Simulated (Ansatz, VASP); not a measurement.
**SrTiO3: VASP beside Ansatz**

File POSCAR:

```
SrTiO3
1.0
    3.8926538009      0.0898236734      0.0203388014
    0.0898236734      3.9389877371     -0.0205514770
    0.0203388014     -0.0205514770      3.9223857707
Sr Ti O
1 1 3
Direct
   -0.0004089724      0.0000370289     -0.0017480677
    0.5017310696      0.5007101662      0.4952559604
    0.0017413409      0.5018068346      0.5006234328
    0.4975448333     -0.0029529009      0.5024190606
    0.4993917286      0.5003988711      0.0034496138
```

The input INCAR.step1:

```
SYSTEM = SrTiO3
ALGO = Normal
EDIFF = 1E-4
ENCUT = 520
GGA = PE
ISMEAR = 0
LASPH = .TRUE.
LCHARG = .FALSE.
LDAU = .TRUE.
LDAUJ = 0 0 0
LDAUL = -1 2 -1
LDAUTYPE = 2
LDAUU = 0 4 0
LMAXMIX = 4
LREAL = .FALSE.
LWAVE = .TRUE.
NBANDS = 28
NELM = 150
PREC = Accurate
SIGMA = 0.05
```

Contents of INCAR.step2:

```
SYSTEM = SrTiO3
ALGO = Normal
EDIFF = 1E-6
ENCUT = 520
ISIF = 2
ISMEAR = 0
ISTART = 1
LASPH = .TRUE.
LCHARG = .FALSE.
LDAU = .TRUE.
LDAUJ = 0 0 0
LDAUL = -1 2 -1
LDAUPRINT = 1
LDAUTYPE = 2
LDAUU = 0 4 0
LMAXMIX = 4
LMIXTAU = .TRUE.
LREAL = .FALSE.
LWAVE = .FALSE.
METAGGA = R2SCAN
NBANDS = 28
NELM = 150
PREC = Accurate
SIGMA = 0.05
```

KPOINTS

```
k-points
0
G
  6 6 6
  0 0 0
```

Input for Ansatz:

```yaml
crystal:
  lattice:
    - [3.8926538009, 0.0898236734, 0.0203388014]
    - [0.0898236734, 3.9389877371, -0.020551477]
    - [0.0203388014, -0.020551477, 3.9223857707]
  atoms:
    - { symbol: Sr, position: [-0.0004089724, 3.70289e-05, -0.0017480677] }
    - { symbol: Ti, position: [0.5017310696, 0.5007101662, 0.4952559604] }
    - { symbol: O, position: [0.0017413409, 0.5018068346, 0.5006234328] }
    - { symbol: O, position: [0.4975448333, -0.0029529009, 0.5024190606] }
    - { symbol: O, position: [0.4993917286, 0.5003988711, 0.0034496138] }
basis:
  ecutwfc: 500
kpoints:
  mp_grid: { grid: [6, 6, 6] }
hamiltonian:
  xc: r2scan
  hubbard: { sites: [{ species: Ti, l: d, u_eff: 4.0 }] }
scf:
  occupations: { method: gaussian, width: 0.05 }
output:
  forces: true
  stress: true
  eigenvalues: true
```

Change from the starting cell: cell sheared at random, sigma 0.01, atoms nudged by 0.01 Å.

Alike in both runs: task single point; functional r2SCAN; k mesh 6 × 6 × 6; occupations gaussian, width 0.05 eV; no spin polarisation; Hubbard terms Ti d U = 4.0 eV.

|  | VASP | Ansatz |
| --- | --- | --- |
| version | VASP 6.6.1 | Ansatz 0.2.0 |
| potentials or method | VASP PAW PBE potentials, release 64 (Sr_sv, Ti_sv, O), cutoff 520 eV | scalar-relativistic, plane waves, PAW |
| valence electrons in the cell | 40 | 40 |

|  | VASP | Ansatz | Ansatz less VASP |
| --- | --- | --- | --- |
| gap on the k mesh at the Fermi level (eV) | 2.71 | 2.67 | -0.036 |
| least direct gap on the mesh (eV) | 3.04 | 2.99 | -0.049 |
| pressure (GPa) | 3.5 | 0.3 | -3.14 |
| traceless stress, the component that is largest in VASP (GPa) | -5.59 | -5.61 | -0.017 |
| rms of the force components (eV/Å) | 0.125 | 0.082 | -0.0430 |

VASP's potentials were made for PBE, not for r2SCAN. The programs project onto different local orbitals, so the same U acts differently, and such runs can settle in different states. Atom by atom the forces differ by 0.059 eV/Å (rms over components).
